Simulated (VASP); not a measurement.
# KCd2P2 (Fmmm) in VASP: notebook

KCd2P2 is run at these levels: PBE; tasks: single point, relaxation of cell and atoms.

All numbers are computed with VASP 6.6.1; they aren't measurements. Logs are shortened: lines on timing, memory, paths and dates and some standing lists are left out, and cuts for length are marked.

### 1 The cell of the first run

Symmetry: Fmmm, No. 69, orthorhombic system. Conventional cell: a = 5.917 Å, b = 5.983 Å, c = 13.188 Å, α = 90.00°, β = 90.00°, γ = 90.00°. K (site symmetry mmm) has 10 Cd at 3.48 to 4.76 Å and 8 P at 3.91 Å and 4 K at 4.21 Å within 4.8 Å. Within 3.7 Å of Cd (site symmetry mm2) lie 4 P at 2.56 Å and 4 K at 3.48 to 3.51 Å and 1 Cd at 3.66 Å. P (site symmetry 222) has 4 Cd at 2.56 Å and 4 P at 2.96 to 2.99 Å within 3.4 Å.

The cell was generated, and may not be a known phase.

### 2 Single point, PBE

Contents of INCAR:

```
SYSTEM = KCd2P2
ALGO     = Normal         ! electronic algorithm
EDIFF    = 1E-6           ! SCF threshold, eV
ENCUT    = 500            ! plane-wave cutoff, eV
GGA      = PE             ! functional
GGA_COMPAT= .False.      
ISIF     = 2              ! what is computed and relaxed
ISMEAR   = 0              ! smearing method
LASPH    = .True.         ! aspherical terms in the spheres
LCHARG   = .True.         ! write CHGCAR
LELF     = .True.         ! ELF
LREAL    = .False.        ! projectors in reciprocal space
LVHAR    = .True.       
LWAVE    = .False.        ! write WAVECAR
NBANDS   = 30             ! bands
NELM     = 120            ! most SCF steps
PREC     = Accurate       ! precision mode
SIGMA    = 0.1            ! smearing width, eV
```

Contents of KPOINTS:

```
k-points
0
Gamma
  4 4 4
  0 0 0
```

Contents of POSCAR:

```
KCd2P2
1.0
    0.0000000000      2.9913234900      6.5939103100
    2.9587198800      0.0000000000      6.5939103100
    2.9587198800      2.9913234900      0.0000000000
K Cd P
1 2 2
Direct
    0.0000000000      0.0000000000      0.0000000000
    0.3612000000      0.3612000000      0.6388000000
    0.6388000000      0.6388000000      0.3612000000
    0.7500000000      0.7500000000      0.7500000000
    0.2500000000      0.2500000000      0.2500000000
```

Potentials or basis: VASP PAW PBE potentials, release 64 (K_sv, Cd, P).

The run is started by

```bash
$ cat potpaw_PBE.64/K_sv/POTCAR potpaw_PBE.64/Cd/POTCAR potpaw_PBE.64/P/POTCAR > POTCAR
$ mpirun -np 1 vasp_std > vasp.out
```

OUTCAR:

```text
SYSTEM = KCd2P2
   EDIFF = 1E-6
   ENCUT = 500
   GGA = PE
   ISIF = 2
   ISMEAR = 0
   LASPH = .True.
   LREAL = .False.
   NELM = 120
   PREC = Accurate

 ion  position               nearest neighbor table
   1  0.000  0.000  0.000-   3 3.48   3 3.48   2 3.48   2 3.48   2 3.51   3 3.51   3 3.51   2 3.51

   2  0.361  0.361  0.639-   4 2.56   4 2.56   5 2.56   5 2.56   1 3.48   1 3.48   1 3.51   1 3.51
                             3 3.66
   3  0.639  0.639  0.361-   5 2.56   5 2.56   4 2.56   4 2.56   1 3.48   1 3.48   1 3.51   1 3.51
                             2 3.66
   4  0.750  0.750  0.750-   2 2.56   2 2.56   3 2.56   3 2.56   5 2.96   5 2.96
   5  0.250  0.250  0.250-   3 2.56   3 2.56   2 2.56   2 2.56   4 2.96   4 2.96

  LATTYP: Found a face centered orthorhombic cell.
 ALAT       =     5.9174397600
 B/A-ratio  =     1.0110194987
 C/A-ratio  =     2.2286362270

  Lattice vectors:

 A1 = (   0.0000000000,   2.9913234900,   6.5939103100)
 A2 = (   2.9587198800,   0.0000000000,   6.5939103100)
 A3 = (   2.9587198800,   2.9913234900,   0.0000000000)

Analysis of symmetry for initial positions (statically):
=====================================================================
 Subroutine PRICEL returns:
 Original cell was already a primitive cell.

 Routine SETGRP: Setting up the symmetry group for a
 face centered orthorhombic supercell.

 Subroutine GETGRP returns: Found  8 space group operations
 (whereof  8 operations were pure point group operations)
 out of a pool of  8 trial point group operations.

The static configuration has the point symmetry D_2h.

Analysis of symmetry for dynamics (positions and initial velocities):
=====================================================================
 Subroutine PRICEL returns:
 Original cell was already a primitive cell.

 Routine SETGRP: Setting up the symmetry group for a
 face centered orthorhombic supercell.

 Subroutine GETGRP returns: Found  8 space group operations
 (whereof  8 operations were pure point group operations)
 out of a pool of  8 trial point group operations.

The dynamic configuration has the point symmetry D_2h.

 Subroutine INISYM returns: Found  8 space group operations
 (whereof  8 operations are pure point group operations),
 and found     1 'primitive' translations

----------------------------------------------------------------------------------------

                                     Primitive cell

  volume of cell :     116.7187

  direct lattice vectors                    reciprocal lattice vectors
     0.000000000  2.991323490  6.593910310    -0.168992003  0.167150093  0.075827540
     2.958719880  0.000000000  6.593910310     0.168992003 -0.167150093  0.075827540
     2.958719880  2.991323490  0.000000000     0.168992003  0.167150093 -0.075827540

  length of vectors
     7.240695367  7.227286939  4.207379178     0.249494021  0.249494021  0.249494021

  position of ions in fractional coordinates (direct lattice)
     0.000000000  0.000000000  0.000000000
     0.361200000  0.361200000  0.638800000
     0.638800000  0.638800000  0.361200000
     0.750000000  0.750000000  0.750000000
     0.250000000  0.250000000  0.250000000

  ion indices of the primitive-cell ions
   primitive index   ion index
                 1           1
                 2           2
                 3           3
                 4           4
                 5           5

----------------------------------------------------------------------------------------

 KPOINTS: k-points

Automatic generation of k-mesh.
 Grid dimensions read from file:
 generate k-points for:    4    4    4

 Generating k-lattice:

  Cartesian coordinates                     Fractional coordinates (reciprocal lattice)
    -0.042248001  0.041787523  0.018956885     0.250000000 -0.000000000  0.000000000
     0.042248001 -0.041787523  0.018956885    -0.000000000  0.250000000  0.000000000
     0.042248001  0.041787523 -0.018956885     0.000000000  0.000000000  0.250000000

  Length of vectors
     0.062373505  0.062373505  0.062373505

  Shift w.r.t. Gamma in fractional coordinates (k-lattice)
     0.000000000  0.000000000  0.000000000

 Subroutine IBZKPT returns following result:
 ===========================================

 Found     18 irreducible k-points:

 Following reciprocal coordinates:
            Coordinates               Weight
  0.000000  0.000000  0.000000      1.000000
  0.250000  0.000000  0.000000      8.000000
  0.500000  0.000000  0.000000      4.000000
  0.250000  0.250000  0.000000      2.000000
  0.500000  0.250000  0.000000      8.000000
 -0.250000  0.250000  0.000000      4.000000
[... 10 lines left out ...]
 -0.250000  0.250000  0.500000      2.000000
  0.000000  0.500000  0.500000      1.000000
   k-points           NKPTS =     18   k-points in BZ     NKDIM =     18   number of bands    NBANDS=     30
   number of dos      NEDOS =    301   number of ions     NIONS =      5
   total plane-waves  NPLWV =  93312
   dimension x,y,z NGX =    54 NGY =   54 NGZ =   32
   dimension x,y,z NGXF=   108 NGYF=  108 NGZF=   64
   ions per type =               1   2   2
   NGX,Y,Z   is equivalent  to a cutoff of  12.40, 12.42, 12.64 a.u.
   NGXF,Y,Z  is equivalent  to a cutoff of  24.80, 24.84, 25.29 a.u.
 SYSTEM =  KCd2P2
   PREC   = accura    normal or accurate (medium, high low for compatibility)
   ISTART =      0    job   : 0-new  1-cont  2-samecut
   ICHARG =      2    charge: 1-file 2-atom 10-const
   ISPIN  =      1    spin polarized calculation?
   LNONCOLLINEAR =      F non collinear calculations
   LSORBIT =      F    spin-orbit coupling
   LASPH  =      T    aspherical Exc in radial PAW
   ENCUT  =  500.0 eV  36.75 Ry    6.06 a.u.  13.20 13.18  7.67*2*pi/ulx,y,z
   NELM   =    120;   NELMIN=  2; NELMDL= -5     # of ELM steps
   EDIFF  = 0.1E-05   stopping-criterion for ELM
   LREAL  =      F    real-space projection
   EDIFFG = 0.1E-04   stopping-criterion for IOM
   NSW    =      0    number of steps for IOM
   IBRION =     -1    ionic relax: 0-MD 1-quasi-New 2-CG
   NFREE  =      0    steps in history (QN), initial steepest desc. (CG)
   ISIF   =      2    stress and relaxation
   ISYM   =      2    0-nonsym 1-usesym 2-fastsym
   POTIM  = 0.5000    time-step for ionic-motion
   TEBEG  =    0.0;   TEEND  =   0.0 temperature during run
   PSTRESS=    0.0 pullay stress
   NELECT =      43.0000    total number of electrons
   NUPDOWN=      -1.0000    fix difference up-down
   EMIN   =  10.00;   EMAX   =-10.00  energy-range for DOS
   EFERMI =   0.00;   METHOD = LEGACY
   ISMEAR =     0;   SIGMA  =   0.10  broadening in eV -4-tet -1-fermi 0-gaus
   EFERMI_NEDOS =   21; number of points for ismear=-14 and -15
   IALGO  =     38    algorithm
   IMIX   =      4    mixing-type and parameters
     AMIX     =   0.40;   BMIX     =  1.00
     AMIX_MAG =   1.60;   BMIX_MAG =  1.00
  volume/ion in A,a.u.               =      23.34       157.53
  Fermi-wavevector in a.u.,A,eV,Ry     =   1.173593  2.217769 18.739588  1.377321
  Thomas-Fermi vector in A             =   2.310004
   LORBIT       =      0    0 simple, 1 ext, 2 COOP (PROOUT), +10 PAW based schemes
   GGA     = PE    functional components
   LHFCALC =     F    Hartree Fock is set to
   AEXX    =    0.0000 exact exchange contribution
   IVDW    =     0    specifies the selected vdW correction
   LEPSILON=     F    determine dielectric tensor
   LRPA    =     F    only Hartree local field effects (RPA)
 non-spin polarized calculation
 Gauss-broadening in eV      SIGMA  =   0.10
  energy-cutoff  :      500.00
  volume of cell :      116.72
 maximum number of plane-waves:      2984
 NGX is ok and might be reduce to    54
   NGX = 27   NGY = 27   NGZ = 15

 number of electron      43.0000002 magnetization

 Free energy of the ion-electron system (eV)
  ---------------------------------------------------
  ext. energy  EPLUGINS =         0.00000000
  ---------------------------------------------------
  free energy    TOTEN  =       -12.11748752 eV

  energy without entropy =      -12.10205551  energy(sigma->0) =      -12.10977151

 E-fermi :   3.4289     XC(G=0):  -9.5897

 val. band max:        3.4167081671   @ k =   0.5000  -0.2500   0.2500
 cond. band min:       3.4370560097   @ k =   0.2500   0.0000   0.0000
 fundamental gap:      0.0203478425
 Fermi energy:         3.4288648129

 k-point     1 :       0.0000    0.0000    0.0000
  band No.  band energies     occupation
      1     -27.3283      2.00000
      2     -10.9140      2.00000
      3     -10.7968      2.00000
      4     -10.7938      2.00000
      5      -9.5901      2.00000
      6      -6.8911      2.00000
[... 22 lines left out ...]
     29       8.4476      0.00000
     30       9.5357      0.00000

 k-point     2 :       0.2500    0.0000    0.0000
  band No.  band energies     occupation
      1     -27.3250      2.00000
      2     -10.9059      2.00000
      3     -10.8677      2.00000
      4     -10.7895      2.00000
      5      -9.1990      2.00000
      6      -7.2876      2.00000
[... 22 lines left out ...]
     29       9.2640      0.00000
     30       9.6294      0.00000

 k-point     3 :       0.5000    0.0000    0.0000
  band No.  band energies     occupation
      1     -27.3218      2.00000
      2     -10.9352      2.00000
      3     -10.8926      2.00000
      4     -10.7836      2.00000
      5      -8.2621      2.00000
      6      -8.2438      2.00000
[... 22 lines left out ...]
     29       9.4853      0.00000
     30       9.9692      0.00000

 k-point     4 :       0.2500    0.2500    0.0000
  band No.  band energies     occupation
      1     -27.3282      2.00000
      2     -10.9392      2.00000
      3     -10.7967      2.00000
      4     -10.7938      2.00000
      5      -9.5412      2.00000
      6      -6.8961      2.00000
[... 418 lines left out ...]
     29       9.2550      0.00000
     30       9.2882      0.00000

 k-point    17 :      -0.2500    0.2500    0.5000
  band No.  band energies     occupation
      1     -27.3155      2.00000
      2     -10.9084      2.00000
      3     -10.9082      2.00000
      4     -10.8771      2.00000
      5      -7.9972      2.00000
      6      -7.9065      2.00000
[... 22 lines left out ...]
     29       8.7421      0.00000
     30       8.7823      0.00000

 k-point    18 :       0.0000    0.5000    0.5000
  band No.  band energies     occupation
      1     -27.3155      2.00000
      2     -10.9087      2.00000
      3     -10.9077      2.00000
      4     -10.8772      2.00000
      5      -7.9960      2.00000
      6      -7.9080      2.00000
[... 22 lines left out ...]
     29       9.2316      0.00000
     30       9.2568      0.00000

------------------------ aborting loop because EDIFF is reached ----------------------------------------

  FORCE on cell =-STRESS in cart. coord.  units (eV):
  Direction    XX          YY          ZZ          XY          YZ          ZX
  --------------------------------------------------------------------------------------
  -------------------------------------------------------------------------------------
  Total        6.5496180      7.6491373      2.1856415      0.0000000      0.0000000      0.0000000
  in kB       89.9055064    104.9984227     30.0019340      0.0000000      0.0000000      0.0000000
  external PRESSURE =      74.9686210 kB  Pullay stress =       0.0000000 kB

 VOLUME and BASIS-vectors are now :
 -----------------------------------------------------------------------------
  energy-cutoff  :      500.00
  volume of cell :      116.72
      direct lattice vectors                 reciprocal lattice vectors
     0.000000000  2.991323490  6.593910310    -0.168992003  0.167150093  0.075827540
     2.958719880  0.000000000  6.593910310     0.168992003 -0.167150093  0.075827540
     2.958719880  2.991323490  0.000000000     0.168992003  0.167150093 -0.075827540

 POSITION                                       TOTAL-FORCE (eV/Angst)
 -----------------------------------------------------------------------------------
      0.00000      0.00000      0.00000         0.000000      0.000000      0.000000
      2.95872      2.99132      4.76344         0.000000      0.000000      2.038743
      2.95872      2.99132      8.42438         0.000000      0.000000     -2.038743
      4.43808      4.48699      9.89087        -0.000000      0.000000     -0.000000
      1.47936      1.49566      3.29696         0.000000     -0.000000      0.000000
 -----------------------------------------------------------------------------------
    total drift:                                0.000000      0.000000      0.000000

  FREE ENERGIE OF THE ION-ELECTRON SYSTEM (eV)
  ---------------------------------------------------
  free  energy   TOTEN  =       -12.1174875207 eV

  energy  without entropy=      -12.1020555077  energy(sigma->0) =      -12.10977151
```

Wall time 55 s (1 thread of Oxide Virtual Turin-like, shared host); peak memory 0.27 GiB.

What came out:

- Free energy: -12.1175 eV
- Pressure: 7.5 GPa
- Largest force: 2.039 eV/Å
- Band gap on the k mesh: zero (an odd number of electrons rules out a gap without spin polarisation)

Forces on the atoms (eV/Å):
```
K    0.000  0.000  0.000
Cd   0.000  0.000  2.039
Cd   0.000  0.000 -2.039
P    0.000  0.000  0.000
P    0.000  0.000  0.000
```

Stress tensor (GPa, compression positive):
```
 8.99  0.00  0.00
 0.00 10.50  0.00
 0.00  0.00  3.00
```

Caveat: the k points lie up to 0.39 Å⁻¹ apart, too coarse for converged energies and pressures of a metal; forces of over 1 eV/Å act on the atoms, so gaps and moduli don't describe the material at rest.

### 3 Relaxation of cell and atoms, PBE

Contents of INCAR:

```
SYSTEM = KCd2P2
PREC = Accurate
ENCUT = 500
EDIFF = 1E-7
ISMEAR = 0
SIGMA = 0.1
LREAL = .FALSE.
LASPH = .TRUE.
NELM = 120
ALGO = Normal
ISIF = 3
LWAVE = .FALSE.
LCHARG = .FALSE.
GGA = PE
IBRION = 2
NSW = 90
EDIFFG = -0.04
GGA_COMPAT = .FALSE.
NELMIN = 4
```

Contents of KPOINTS:

```
Automatic mesh
0
G
  4 4 4
  0 0 0
```

POSCAR is that of step 2.

Potentials or basis: VASP PAW PBE potentials, release 64 (K_sv, Cd, P).

The run is started by

```bash
$ cat potpaw_PBE.64/K_sv/POTCAR potpaw_PBE.64/Cd/POTCAR potpaw_PBE.64/P/POTCAR > POTCAR
$ mpirun -np 1 vasp_std > vasp.out
```

Run time: 8.9 min. Hardware: 1 thread of Oxide Virtual Turin-like, shared host; peak memory 0.31 GiB.

Results (log left out):

```
Free energy                           : -13.2883 eV
Relaxed volume                        : 24.42 Å³/atom
Relaxed cell                          : a = 6.594 Å, b = 6.352 Å, c = 4.714 Å, α = 71.41°, β = 65.93°, γ = 42.66°
Space group after relaxing (to 0.1 Å) : Fmmm (No. 69)
Energy gained by relaxing             : 234.2 meV/atom
Ionic steps                           : 17
Pressure after relaxing               : 0.0 GPa
Largest force after relaxing          : 0.004 eV/Å
Band gap on the k mesh                : zero (an odd number of electrons rules out a gap without spin polarisation)
```

Forces on the atoms (eV/Å):
```
K    0.000  0.000  0.000
Cd   0.000  0.000  0.004
Cd   0.000  0.000 -0.004
P    0.000  0.000  0.000
P    0.000  0.000  0.000
```

Step by step:
```
step  energy change (eV)  largest force (eV/Å)  pressure (GPa)  volume (Å³)
   1              0.0000                2.0389            7.50       116.72
   2             -0.5842                0.5000           -2.24       136.06
   3             -0.5882                0.6006           -1.65       134.21
   4             -0.7424                0.5790           -1.52       131.16
   5             -1.0829                0.1307            0.04       121.59
   6             -1.0726                0.7140            1.03       118.83
   7             -1.0893                0.2869            0.32       120.70
   8             -1.0896                0.3430            0.41       120.42
   9             -1.1240                0.4140            0.08       121.23
  10             -1.1307                0.4344           -0.05       121.60
  11             -1.1317                0.4559           -0.10       121.76
  12             -1.1566                0.0796            0.12       121.66
  13             -1.1584                0.1203            0.33       121.59
  14             -1.1590                0.0514            0.25       121.61
  15             -1.1678                0.1337           -0.16       122.90
  16             -1.1679                0.1228           -0.12       122.78
  17             -1.1708                0.0037            0.03       122.11
```

Final structure:
```cif
data_structure
_symmetry_space_group_name_H-M 'P 1'
_symmetry_Int_Tables_number 1
_cell_length_a 6.5939
_cell_length_b 6.3518
_cell_length_c 4.7144
_cell_angle_alpha 71.412
_cell_angle_beta 65.927
_cell_angle_gamma 42.662
_cell_volume 122.11
loop_
_atom_site_label
_atom_site_type_symbol
_atom_site_fract_x
_atom_site_fract_y
_atom_site_fract_z
_atom_site_occupancy
K1 K 0.00000 0.00000 0.00000 1
Cd1 Cd 0.37173 0.37173 0.62827 1
Cd2 Cd 0.62827 0.62827 0.37173 1
P1 P 0.75000 0.75000 0.75000 1
P2 P 0.25000 0.25000 0.25000 1
```

Levels at points of the mesh, in eV from the Fermi level:
```
           k point  band 19  band 20  band 21  band 22  band 23  band 24
(0.00, 0.00, 0.00)    -2.46    -2.38    -0.41    -0.06     1.59     1.71
(0.50, 0.00, 0.00)    -1.88    -1.62    -1.35    -1.13     0.18     2.76
(0.50, 0.50, 0.00)    -2.52    -0.19     0.30     0.91     1.60     2.02
(0.50, 0.00, 0.50)    -2.24    -1.83    -1.21     1.41     2.29     2.77
(0.00, 0.50, 0.50)    -2.61    -1.63    -1.55     1.39     2.81     3.24
```

Caveat: the k points lie up to 0.37 Å⁻¹ apart in the final cell, too coarse for converged energies and pressures of a metal.

The gap in the log of VASP goes by the Fermi energy; the results here count the filled bands.